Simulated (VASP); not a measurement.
Crystal: BN.

```
B N
1.0
     0.00000    1.80481    1.80481
     1.80481    0.00000    1.80481
     1.80481    1.80481    0.00000
B N
1 1
Direct
  0.00000 0.00000 0.00000
  0.75000 0.75000 0.75000
```

Base run:

```yaml
Program: VASP 6.6.1
Functional: r2SCAN
Potentials_or_basis: VASP PAW PBE potentials, release 64 (B_h, N_h)
Cutoff: 910 eV
k_mesh: 10 × 10 × 10
Occupations: gaussian, width 0.05 eV
Spin: no spin polarisation
```

Its results: band gap on the k mesh 5.00 eV, indirect (least direct gap 9.57 eV); pressure -0.5 GPa.

Task: The run is repeated on the same cell with these changes: potentials or basis from VASP PAW PBE potentials, release 64 (B_h, N_h) to VASP PAW PBE potentials, release 64 (B, N); cutoff from 910 eV to 520 eV; further incar settings from ALGO = Normal; EDIFF = 1e-06; NBANDS = 11 to ALGO = Normal; EDIFF = 1e-07; NBANDS = 11. What comes out?

Result: Band gap on the k mesh 4.98 eV, indirect (least direct gap 9.55 eV); pressure 1.2 GPa.

Caveats: the PAW data sets were made with another functional, which shifts forces and pressure a little; the cutoff is under 1.25 times the usual one of these potentials, so pressure, stress and relaxed cells hold a basis-set (Pulay) error (some runs).

A k mesh can miss the band edges.
